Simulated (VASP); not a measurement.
# CdSi22O48 (a cell with a defect) in VASP: a series of runs, part 2 of 3

VASP 6.6.1. The steps go on from the part before.

### 3 Single point, PBEsol, collinear spin

INCAR

```
PREC = Accurate ; ENCUT = 520
EDIFF = 1E-6 ; ISMEAR = -1
SIGMA = 0.05 ; LREAL = Auto
LASPH = T ; NELM = 200
ALGO = Normal ; ISIF = 2
LWAVE = F ; LCHARG = F
ISPIN = 2 ; MAGMOM = 0 0 0 0 0 0 0 0 0 0 0 0 0 0 0 0 0 0 0 0 0 0 0.364 0 0 0 0 0 0 0 0 0 0.364 0.364 0 0.364 0.364 0 0 0 0 0 0 0 0 0 0 0 0 0 0 0 0 0.364 0.364 0.364 0 0 0 0 0 0 0.364 0.364 0.364 0 0 0 0 0 0
LORBIT = 11 ; GGA = PS
NBANDS = 239 ; ISYM = -1
GGA_COMPAT = F
```

KPOINTS

```
explicit points
1
Reciprocal
  0.25000000   0.25000000   0.25000000 1
```

POSCAR

```
CdSi22O48
1.0
    8.3886930000      0.0000000000      0.0000000000
    0.0000000000      8.3886930000      0.0000000000
    0.0000000000      0.0000000000      8.0356430000
Si Cd O
22 1 48
Direct
    0.9996850000      0.0005560000      0.9986230000
    0.9996720000      0.0004360000      0.3361900000
    0.9996040000      0.0005020000      0.6682420000
    0.9998200000      0.5004630000      0.0008210000
    0.9998360000      0.5007370000      0.3341450000
    0.9996390000      0.5005310000      0.6676810000
    0.4996960000      0.0007020000      0.0008000000
    0.4999680000      0.0006650000      0.3341550000
    0.4997150000      0.0005360000      0.6676640000
    0.4999090000      0.5002770000      0.6815720000
    0.2446360000      0.2454700000      0.1643210000
    0.2463100000      0.2470410000      0.5032950000
    0.2517300000      0.2525860000      0.8381330000
    0.2435350000      0.7572810000      0.1663770000
    0.2504660000      0.7499250000      0.5029080000
    0.2512890000      0.7495890000      0.8321100000
    0.7565000000      0.2442480000      0.1663430000
    0.7491140000      0.2512850000      0.5028220000
    0.7484440000      0.2524060000      0.8320770000
    0.7548610000      0.7556140000      0.1643400000
    0.7531650000      0.7539150000      0.5032180000
    0.7477140000      0.7485020000      0.8381840000
    0.4996330000      0.5006380000      0.3119710000
    0.1468990000      0.1477500000      0.9997030000
    0.1469830000      0.1477670000      0.3350830000
    0.1516090000      0.1524210000      0.6697430000
    0.1466110000      0.6577810000      0.9983650000
    0.1553340000      0.6518930000      0.3340710000
    0.1457590000      0.6572390000      0.6677780000
    0.6569880000      0.1473560000      0.9983390000
    0.6511640000      0.1560010000      0.3340170000
    0.6563470000      0.1466480000      0.6676920000
    0.6604250000      0.6612690000      0.0055370000
    0.6677510000      0.6687630000      0.3328240000
    0.6546220000      0.6553210000      0.6693620000
    0.3387890000      0.3396470000      0.0054470000
    0.3315970000      0.3324740000      0.3328390000
    0.3448680000      0.3456210000      0.6693510000
    0.3424660000      0.8544190000      0.9981130000
    0.3487640000      0.8450360000      0.3340410000
    0.3432840000      0.8547200000      0.6674290000
    0.8535790000      0.3432500000      0.9981300000
    0.8443140000      0.3494880000      0.3339770000
    0.8537980000      0.3441710000      0.6673990000
    0.8524530000      0.8532590000      0.9997660000
    0.8524510000      0.8532570000      0.3348720000
    0.8477840000      0.8486340000      0.6696500000
    0.0930270000      0.4013530000      0.1672100000
    0.0956090000      0.4029300000      0.5013890000
    0.0972570000      0.4044480000      0.8346030000
    0.0963240000      0.9039210000      0.1681560000
    0.0973160000      0.9029440000      0.5016370000
    0.0970370000      0.9030610000      0.8332440000
    0.6134630000      0.3864830000      0.1237530000
    0.6024670000      0.3972210000      0.5219130000
    0.6042050000      0.3957210000      0.8248130000
    0.5987640000      0.9075790000      0.1671260000
    0.5975600000      0.9047040000      0.5014330000
    0.5959000000      0.9030760000      0.8346820000
    0.4005040000      0.0937860000      0.1672130000
    0.4020750000      0.0963820000      0.5013660000
    0.4036250000      0.0981070000      0.8346140000
    0.3858750000      0.6143950000      0.1235540000
    0.3964810000      0.6033240000      0.5222970000
    0.3946360000      0.6050570000      0.8242130000
    0.9031530000      0.0970890000      0.1681580000
    0.9021600000      0.0981240000      0.5016190000
    0.9021610000      0.0979040000      0.8332070000
    0.9067810000      0.5996010000      0.1671530000
    0.9039070000      0.5984000000      0.5013900000
    0.9022860000      0.5967620000      0.8347190000
```

Potentials or basis: VASP PAW PBE potentials, release 64 (Si, Cd, O).

On the command line:

```bash
> cat potpaw_PBE.64/Si/POTCAR potpaw_PBE.64/Cd/POTCAR potpaw_PBE.64/O/POTCAR > POTCAR
> mpirun -np 1 vasp_std > vasp.out
```

OUTCAR:

```text
PREC = Accurate
   ENCUT = 520
   EDIFF = 1E-6
   ISMEAR = -1
   LREAL = Auto
   LASPH = T
   NELM = 200
   ISIF = 2
   ISPIN = 2
   LORBIT = 11
   GGA = PS
   ISYM = -1

 ion  position               nearest neighbor table
   1  1.000  0.001  0.999-  24 1.75  45 1.75  53 1.76  68 1.76  66 1.78  51 1.78   3 2.65   2 2.71

   2  1.000  0.000  0.336-  46 1.75  25 1.75  52 1.76  67 1.76  51 1.77  66 1.77   3 2.67   1 2.71

   3  1.000  0.001  0.668-  68 1.76  53 1.76  67 1.77  52 1.77  47 1.80  26 1.80   1 2.65   2 2.67
[... 9 lines left out ...]
   8  0.500  0.001  0.334-  57 1.76  60 1.76  61 1.77  58 1.77  31 1.82  40 1.82   7 2.68   9 2.68

   9  0.500  0.001  0.668-  61 1.76  58 1.76  62 1.77  59 1.77  41 1.79  32 1.80   7 2.68   8 2.68

  10  0.500  0.500  0.682-  56 1.69  65 1.69  55 1.77  64 1.77  38 1.84  35 1.84  23 2.97
  11  0.245  0.245  0.164-  36 1.70  37 1.70  24 1.76  25 1.80  48 1.82  60 1.82  13 2.62  12 2.72
                            23 3.25
  12  0.246  0.247  0.503-  37 1.70  26 1.75  38 1.77  25 1.79  61 1.82  49 1.82  13 2.69  11 2.72
                            23 3.38
  13  0.252  0.253  0.838-  36 1.70  38 1.75  24 1.80  26 1.80  50 1.82  62 1.82  11 2.62  12 2.69
[... 751 lines left out ...]

 VOLUME and BASIS-vectors are now :
 -----------------------------------------------------------------------------
  energy-cutoff  :      520.00
  volume of cell :      565.47
      direct lattice vectors                 reciprocal lattice vectors
     8.388693000  0.000000000  0.000000000     0.119208082  0.000000000  0.000000000
     0.000000000  8.388693000  0.000000000     0.000000000  0.119208082  0.000000000
     0.000000000  0.000000000  8.035643000     0.000000000  0.000000000  0.124445548

 POSITION                                       TOTAL-FORCE (eV/Angst)
 -----------------------------------------------------------------------------------
      8.38605      0.00466      8.02458         0.000526      0.007325     -0.002204
      8.38594      0.00366      2.70150         0.007317      0.008603     -0.007495
      8.38537      0.00421      5.36975        -0.001559      0.003685      0.006908
      8.38718      4.19823      0.00660         0.007500      0.000124     -0.026223
      8.38732      4.20053      2.68507         0.010906     -0.012661      0.027074
      8.38566      4.19880      5.36525         0.020797      0.009106      0.000658
[... 63 lines left out ...]
      7.58260      5.01979      4.02899        -0.022035      0.020532     -0.003919
      7.56900      5.00605      6.70750        -0.047962      0.018669      0.009425
 -----------------------------------------------------------------------------------
    total drift:                                0.011853      0.012695      0.009719

  FREE ENERGIE OF THE ION-ELECTRON SYSTEM (eV)
  ---------------------------------------------------
  free  energy   TOTEN  =      -552.7600940197 eV

  energy  without entropy=     -552.6813526310  energy(sigma->0) =     -552.72072333

 total charge

# of ion       s       p       d       tot
------------------------------------------
    1        0.597   0.907   0.000   1.504
    2        0.599   0.907   0.000   1.507
    3        0.592   0.881   0.000   1.473
    4        0.593   0.886   0.000   1.478
    5        0.591   0.873   0.000   1.463
    6        0.591   0.883   0.000   1.475
[... 63 lines left out ...]
   70        1.546   3.659   0.000   5.206
   71        1.548   3.653   0.000   5.201
--------------------------------------------------
tot         88.060 194.341   9.526 291.927

 magnetization (x)

# of ion       s       p       d       tot
------------------------------------------
    1        0.001  -0.000   0.000   0.001
    2       -0.000   0.006   0.000   0.006
    3        0.000   0.000   0.000   0.000
    4       -0.001  -0.001   0.000  -0.002
    5       -0.000  -0.000   0.000  -0.000
    6        0.000   0.001   0.000   0.001
[... 63 lines left out ...]
   70       -0.000  -0.006   0.000  -0.006
   71        0.000   0.008   0.000   0.008
--------------------------------------------------
tot          0.040   1.886   0.203   2.129
```

OSZICAR:

```text
N       E                     dE             d eps       ncg     rms          rms(c)
DAV:   1     0.230053862122E+04    0.23005E+04   -0.21844E+05   956   0.160E+03
DAV:   2    -0.447063161235E+03   -0.27476E+04   -0.26762E+04  1098   0.362E+02
[... 20 lines left out ...]
DAV:  23    -0.552760080087E+03   -0.90157E-05   -0.88328E-05  1096   0.245E-02    0.285E-02
DAV:  24    -0.552760086368E+03   -0.62808E-05   -0.36955E-05  1080   0.150E-02    0.174E-02
DAV:  25    -0.552760089659E+03   -0.32914E-05   -0.18371E-05  1040   0.948E-03    0.121E-02
DAV:  26    -0.552760092123E+03   -0.24638E-05   -0.18415E-05  1032   0.881E-03    0.849E-03
DAV:  27    -0.552760093327E+03   -0.12037E-05   -0.74951E-06   880   0.570E-03    0.595E-03
DAV:  28    -0.552760094020E+03   -0.69286E-06   -0.85022E-06   896   0.583E-03
   1 F= -.55276009E+03 E0= -.55272072E+03  d E =-.787414E-01  mag=     2.4299
```

Wall time 13 min (1 thread of Intel Xeon 6975P-C (Granite Rapids), shared host); peak memory 0.82 GiB.

Results:

- Free energy: -552.7601 eV
- Pressure: 7.9 GPa
- Largest force: 0.224 eV/Å
- Net moment: 2.43 μB per cell
- Site moments: Si +0.00, +0.01, -0.00, -0.01 (each value once); Cd +0.19; O +0.01, +0.02, -0.00, +0.09, -0.02, -0.01, +0.15, +0.11, +0.12, +0.07, +0.00, +0.62, +0.03, -0.05, +0.61, -0.09 (each value once) μB
- Valence electrons inside the program's atomic spheres: Si 1.50, 1.51, 1.47, 1.48, 1.46, 1.52, 1.49 (each value once); Cd 10.49; O 5.22, 5.21, 5.18, 5.19, 5.12, 5.20, 5.23, 4.91, 5.14, 5.11, 5.13, 5.10 (each value once)

Forces in eV/Å, atoms in the order of the input:
```
Si   0.001  0.007 -0.002
Si   0.007  0.009 -0.007
Si  -0.002  0.004  0.007
Si   0.007  0.000 -0.026
Si   0.011 -0.013  0.027
Si   0.021  0.009  0.001
Si   0.001 -0.002 -0.021
Si  -0.012 -0.003  0.021
Si   0.014  0.007  0.004
Si  -0.003  0.010  0.016
Si  -0.051 -0.058  0.105
Si   0.001  0.013 -0.004
Si  -0.050 -0.053 -0.091
Si  -0.044  0.043 -0.043
Si  -0.001 -0.005  0.008
Si   0.010 -0.040  0.030
Si   0.039 -0.039 -0.048
Si  -0.009 -0.008  0.013
Si  -0.031 -0.003  0.035
Si   0.034  0.047  0.085
Si  -0.018 -0.003 -0.003
Si   0.040  0.048 -0.104
Cd  -0.010 -0.010 -0.032
O    0.001  0.001  0.004
O   -0.003 -0.005 -0.005
O   -0.010 -0.011  0.004
O   -0.057 -0.025  0.002
O   -0.030 -0.020 -0.011
O   -0.063 -0.024 -0.039
O   -0.027 -0.051 -0.001
O   -0.023 -0.026 -0.007
O   -0.023 -0.054 -0.038
O   -0.085 -0.089  0.063
O    0.141  0.125  0.025
O   -0.029 -0.027 -0.015
O    0.089  0.090 -0.015
O   -0.129 -0.134  0.010
O    0.016  0.014 -0.013
O    0.017  0.053  0.002
O    0.013  0.031  0.004
O    0.034  0.049  0.019
O    0.056  0.021  0.007
O    0.025  0.020  0.004
O    0.041  0.037  0.015
O   -0.006 -0.007  0.002
O    0.014  0.009 -0.004
O    0.018  0.011  0.014
O    0.047 -0.017 -0.003
O    0.021 -0.027 -0.001
O    0.049 -0.034  0.004
O    0.005 -0.001  0.008
O    0.023 -0.021 -0.005
O    0.031 -0.018 -0.008
O    0.072 -0.039 -0.199
O    0.090 -0.125  0.152
O    0.056 -0.028  0.048
O    0.037 -0.044 -0.003
O    0.024 -0.019 -0.004
O    0.024 -0.047  0.010
O   -0.021  0.057 -0.003
O   -0.021  0.027 -0.004
O   -0.033  0.050  0.008
O   -0.042  0.066 -0.210
O   -0.122  0.083  0.149
O   -0.020  0.054  0.065
O    0.000  0.004  0.008
O   -0.023  0.026 -0.008
O   -0.014  0.030 -0.006
O   -0.048  0.033 -0.002
O   -0.022  0.021 -0.004
O   -0.048  0.019  0.009
```

Stress tensor (GPa, compression positive):
```
8.76 1.84 0.27
1.84 8.77 0.29
0.27 0.29 6.25
```

Caveat: the PAW data sets were made with another functional, which shifts forces and pressure a little.

### 4 Single point, PBEsol, collinear spin

INCAR

```
ALGO = Normal ; EDIFF = 1E-6
ENCUT = 520 ; GGA = PS
GGA_COMPAT = False ; ISIF = 2
ISMEAR = -1 ; ISPIN = 2
ISYM = -1 ; LASPH = True
LCHARG = False ; LORBIT = 11
LREAL = Auto ; LWAVE = False
MAGMOM = 0 0 0 0 0 0 0 0 0 0 0 0 0 0 0 0 0 0 0 0 0 0 0.182 0 0 0 0 0 0 0 0 0 0.182 0.182 0 0.182 0.182 0 0 0 0 0 0 0 0 0 0 0 0 0 0 0 0 0.182 0.182 0.182 0 0 0 0 0 0 0.182 0.182 0.182 0 0 0 0 0 0 ; NBANDS = 239
NELM = 200 ; PREC = Accurate
SIGMA = 0.05
```

KPOINTS is that of step 3.

POSCAR

```
CdSi22O48
1.0
    8.3886930000      0.0000000000      0.0000000000
    0.0000000000      8.3886930000      0.0000000000
    0.0000000000      0.0000000000      8.0356430000
Si Cd O
22 1 48
Direct
    0.9996880000      0.0005550000      0.9986240000
    0.9996740000      0.0004340000      0.3361920000
    0.9996130000      0.0005010000      0.6682410000
    0.9998280000      0.5004630000      0.0008200000
    0.9998410000      0.5007320000      0.3341450000
    0.9996430000      0.5005270000      0.6676800000
    0.4996930000      0.0007030000      0.0008000000
    0.4999680000      0.0006610000      0.3341540000
    0.4997180000      0.0005320000      0.6676660000
    0.4999120000      0.5002840000      0.6815770000
    0.2446320000      0.2454670000      0.1643230000
    0.2463010000      0.2470400000      0.5032970000
    0.2517290000      0.2525860000      0.8381330000
    0.2435320000      0.7572800000      0.1663760000
    0.2504590000      0.7499240000      0.5029060000
    0.2512800000      0.7495870000      0.8321100000
    0.7564920000      0.2442450000      0.1663440000
    0.7491060000      0.2512860000      0.5028230000
    0.7484410000      0.2524060000      0.8320740000
    0.7548570000      0.7556080000      0.1643400000
    0.7531650000      0.7539150000      0.5032160000
    0.7477130000      0.7485030000      0.8381830000
    0.4996310000      0.5006380000      0.3119750000
    0.1468980000      0.1477510000      0.9997040000
    0.1469770000      0.1477700000      0.3350830000
    0.1516060000      0.1524220000      0.6697450000
    0.1466030000      0.6577860000      0.9983630000
    0.1553350000      0.6518940000      0.3340690000
    0.1457540000      0.6572410000      0.6677740000
    0.6569860000      0.1473550000      0.9983400000
    0.6511560000      0.1560080000      0.3340160000
    0.6563500000      0.1466420000      0.6676920000
    0.6604230000      0.6612720000      0.0055320000
    0.6677460000      0.6687610000      0.3328210000
    0.6546200000      0.6553270000      0.6693630000
    0.3387900000      0.3396470000      0.0054520000
    0.3315960000      0.3324700000      0.3328470000
    0.3448670000      0.3456250000      0.6693490000
    0.3424660000      0.8544130000      0.9981170000
    0.3487630000      0.8450370000      0.3340420000
    0.3432810000      0.8547190000      0.6674300000
    0.8535820000      0.3432470000      0.9981280000
    0.8443120000      0.3494870000      0.3339780000
    0.8538010000      0.3441660000      0.6673970000
    0.8524490000      0.8532590000      0.9997670000
    0.8524480000      0.8532560000      0.3348730000
    0.8477820000      0.8486350000      0.6696490000
    0.0930300000      0.4013550000      0.1672100000
    0.0956140000      0.4029330000      0.5013880000
    0.0972640000      0.4044510000      0.8346010000
    0.0963230000      0.9039190000      0.1681570000
    0.0973190000      0.9029440000      0.5016370000
    0.0970400000      0.9030610000      0.8332460000
    0.6134710000      0.3865000000      0.1237490000
    0.6024750000      0.3972340000      0.5219170000
    0.6042200000      0.3957250000      0.8247940000
    0.5987640000      0.9075770000      0.1671260000
    0.5975590000      0.9046980000      0.5014320000
    0.5959000000      0.9030780000      0.8346840000
    0.4005040000      0.0937820000      0.1672150000
    0.4020770000      0.0963790000      0.5013680000
    0.4036270000      0.0981090000      0.8346120000
    0.3858800000      0.6143960000      0.1235530000
    0.3964890000      0.6033310000      0.5222960000
    0.3946440000      0.6050640000      0.8242270000
    0.9031510000      0.0970870000      0.1681590000
    0.9021580000      0.0981210000      0.5016190000
    0.9021590000      0.0978990000      0.8332080000
    0.9067830000      0.5996020000      0.1671530000
    0.9039050000      0.5983960000      0.5013870000
    0.9022900000      0.5967610000      0.8347190000
```

On the command line:

```bash
> cat potpaw_PBE.64/Si/POTCAR potpaw_PBE.64/Cd/POTCAR potpaw_PBE.64/O/POTCAR > POTCAR
> mpirun -np 1 vasp_std > vasp.out
```

Run time: 12 min. Hardware: 1 thread of Intel Xeon 6975P-C (Granite Rapids), shared host; peak memory 0.82 GiB.

The run converged. Its results:

```
Free energy                                           : -552.7601 eV
Pressure                                              : 7.9 GPa
Largest force                                         : 0.224 eV/Å
Net moment                                            : 2.43 μB per cell
Site moments                                          : Si +0.00, +0.01, -0.00, -0.01 (each value once); Cd +0.19; O +0.01, +0.02, -0.00, +0.09, -0.02, -0.01, +0.15, +0.11, +0.12, +0.07, +0.00, +0.62, +0.03, -0.05, +0.61, -0.09 (each value once) μB
Valence electrons inside the program's atomic spheres : Si 1.50, 1.51, 1.47, 1.48, 1.46, 1.52, 1.49 (each value once); Cd 10.49; O 5.22, 5.21, 5.18, 5.19, 5.12, 5.20, 5.23, 4.91, 5.14, 5.11, 5.13, 5.10 (each value once)
```

Forces in eV/Å, atoms in the order of the input:
```
Si  -0.001  0.007 -0.002
Si   0.006  0.009 -0.008
Si  -0.004  0.004  0.008
Si   0.006  0.000 -0.026
Si   0.009 -0.012  0.027
Si   0.019  0.010  0.001
Si   0.001 -0.002 -0.021
Si  -0.013 -0.003  0.022
Si   0.014  0.007  0.003
Si  -0.004  0.010  0.015
Si  -0.050 -0.057  0.106
Si   0.004  0.013 -0.004
Si  -0.049 -0.052 -0.091
Si  -0.043  0.043 -0.043
Si   0.001 -0.005  0.008
Si   0.012 -0.040  0.030
Si   0.040 -0.038 -0.049
Si  -0.008 -0.008  0.013
Si  -0.029 -0.004  0.036
Si   0.035  0.049  0.085
Si  -0.018 -0.004 -0.003
Si   0.041  0.049 -0.105
Cd  -0.011 -0.011 -0.033
O    0.001  0.001  0.004
O   -0.002 -0.005 -0.005
O   -0.009 -0.011  0.004
O   -0.056 -0.026  0.003
O   -0.031 -0.021 -0.011
O   -0.063 -0.024 -0.039
O   -0.027 -0.050 -0.001
O   -0.023 -0.027 -0.007
O   -0.023 -0.054 -0.039
O   -0.086 -0.090  0.063
O    0.141  0.126  0.026
O   -0.029 -0.028 -0.016
O    0.090  0.090 -0.015
O   -0.129 -0.134  0.008
O    0.016  0.014 -0.012
O    0.017  0.054  0.001
O    0.013  0.031  0.003
O    0.034  0.049  0.020
O    0.056  0.021  0.007
O    0.025  0.020  0.004
O    0.042  0.037  0.015
O   -0.005 -0.007  0.002
O    0.014  0.009 -0.004
O    0.019  0.011  0.014
O    0.047 -0.018 -0.003
O    0.020 -0.028 -0.001
O    0.049 -0.034  0.004
O    0.005 -0.001  0.008
O    0.023 -0.021 -0.005
O    0.031 -0.018 -0.008
O    0.073 -0.040 -0.198
O    0.089 -0.126  0.151
O    0.055 -0.028  0.051
O    0.037 -0.044 -0.003
O    0.024 -0.018 -0.004
O    0.023 -0.047  0.010
O   -0.022  0.058 -0.003
O   -0.022  0.027 -0.004
O   -0.033  0.050  0.008
O   -0.042  0.066 -0.210
O   -0.123  0.084  0.150
O   -0.021  0.054  0.063
O    0.000  0.004  0.008
O   -0.022  0.026 -0.008
O   -0.014  0.030 -0.006
O   -0.048  0.032 -0.002
O   -0.022  0.021 -0.003
O   -0.048  0.019  0.009
```

Stress tensor (GPa, compression positive):
```
8.76 1.84 0.27
1.84 8.77 0.29
0.27 0.29 6.25
```

Levels at points of the mesh, in eV from the Fermi level:
Spin up:
```
           k point  band 192  band 193  band 194  band 195  band 196  band 197  band 198  band 199
(0.25, 0.25, 0.25)     -0.34     -0.26     -0.26     -0.17      0.05      0.24      6.68      7.56
```
Spin down:
```tsv
k point	band 190	band 191	band 192	band 193	band 194	band 195	band 196	band 197
(0.25, 0.25, 0.25)	-0.41	-0.27	-0.18	-0.07	0.23	0.28	0.39	0.61
```

Caveat: the PAW data sets were made with another functional, which shifts forces and pressure a little.

(Part 2 of 3 ends here.)
